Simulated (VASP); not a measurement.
Wanted: the native input for a VASP 6.6.1 run.

| Quantity | Value |
| --- | --- |
| Task | relaxation of cell and atoms |
| Functional | PBE |
| Potentials or basis | VASP PAW PBE potentials, release 64 (Ca_sv, Ge_d, N) |
| Cutoff | 600 eV |
| k mesh | 4 × 4 × 4 |
| Occupations | gaussian, width 0.15 eV |
| Spin | no spin polarisation |
| Dipole correction | no |
| Further INCAR settings | ALGO = Normal; EDIFF = 1e-07; IBRION = 2; EDIFFG = -0.08; NSW = 36; ISIF = 3 |

The structure of Ca5GeN2 lies in POSCAR:

```
Ca5GeN2
1.0
   -2.2084141500      2.2084141500      7.9991830900
    2.2084141500     -2.2084141500      7.9991830900
    2.2084141500      2.2084141500     -7.9991830900
Ca Ge N
5 1 2
Direct
    0.5000000000      0.5000000000      0.0000000000
    0.8551761700      0.3551761700      0.5000000000
    0.3551761700      0.8551761700      0.5000000000
    0.1448238300      0.6448238300      0.5000000000
    0.6448238300      0.1448238300      0.5000000000
    0.0000000000      0.0000000000      0.0000000000
    0.7466854500      0.7466854500      0.0000000000
    0.2533145500      0.2533145500      0.0000000000
```

The cell was built from a structure type or drawn by symmetry, and may not be a known phase.

The input as run:

INCAR

```
PREC = Accurate ; ENCUT = 600
EDIFF = 1E-7 ; ISMEAR = 0
SIGMA = 0.15 ; LREAL = F
LASPH = T ; NELM = 80
ALGO = Normal ; ISIF = 3
LWAVE = F ; LCHARG = F
GGA = PE ; IBRION = 2
NSW = 36 ; EDIFFG = -0.08
```

KPOINTS

```
Automatic mesh
0
Gamma
  4 4 4
```

Potentials or basis: VASP PAW PBE potentials, release 64 (Ca_sv, Ge_d, N).

Launch:

```bash
$ cat potpaw_PBE.64/Ca_sv/POTCAR potpaw_PBE.64/Ge_d/POTCAR potpaw_PBE.64/N/POTCAR > POTCAR
$ mpirun -np 1 vasp_std > vasp.out
```

It gave:

- Relaxed volume: 22.44 Å³/atom
- Relaxed cell: a = 8.494 Å, b = 8.494 Å, c = 8.494 Å, α = 147.17°, β = 147.17°, γ = 47.12°
- Space group after relaxing (to 0.1 Å): I4/mmm (No. 139)
- Energy gained by relaxing: 543.0 meV/atom
- Ionic steps: 30
- Pressure after relaxing: -0.3 GPa
- Largest force after relaxing: 0.060 eV/Å
- Band gap on the k mesh: 0.35 eV

Caveat: the volume moved by over 15 % at a fixed basis, so the end points are rough; the relaxation stopped at a loose force limit of 0.08 eV/Å, so its end isn't a converged minimum.

Wall time 71 min on 1 thread of Intel(R) Xeon(R) 6975P-C (Granite Rapids), with other jobs on the host, peak memory 0.85 GiB.
